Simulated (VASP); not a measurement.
Al2BAs2, 5 atoms in the cell. It takes space group I4/mmm (No. 139, tetragonal). Conventional cell: a = 3.935 Å, b = 3.935 Å, c = 9.608 Å, α = 90.00°, β = 90.00°, γ = 90.00°. Al (site symmetry -4m2) has 4 As at 2.24 Å and 4 Al at 2.78 Å and 4 B at 3.11 Å within 3.2 Å. B (site symmetry 4/mmm) has 10 As at 3.08 to 3.48 Å and 8 Al at 3.11 Å and 4 B at 3.94 Å within 4.1 Å. Within 3.1 Å of As (site symmetry 4mm) lie 4 Al at 2.24 Å and 1 As at 2.65 Å and 4 B at 3.08 Å. The cell was generated, and may not be a known phase.

| Quantity | Value |
| --- | --- |
| Program | VASP 6.6.1 |
| Task | single point |
| Functional | PBE |
| Potentials or basis | VASP PAW PBE potentials, release 64 (Al, B, As) |
| Cutoff | 520 eV |
| k mesh | 6 × 6 × 6 |
| Occupations | gaussian, width 0.1 eV |
| Spin | no spin polarisation |
| Dipole correction | no |
| Further INCAR settings | ALGO = Normal; EDIFF = 1e-06; NBANDS = 18 |

Potentials or basis: VASP PAW PBE potentials, release 64 (Al, B, As).

Launch:

```console
$ cat potpaw_PBE.64/Al/POTCAR potpaw_PBE.64/B/POTCAR potpaw_PBE.64/As/POTCAR > POTCAR
$ mpirun -np 1 vasp_std > vasp.out
```

Hardware: 1 thread of Intel Xeon 8259CL, with other jobs on the host.

Question: How long does it take, and how much memory?

Answer: Wall time 82 s on 1 thread of Intel Xeon 8259CL (shared host), peak memory 0.27 GiB. Counts: scf iterations 13, k points 30.
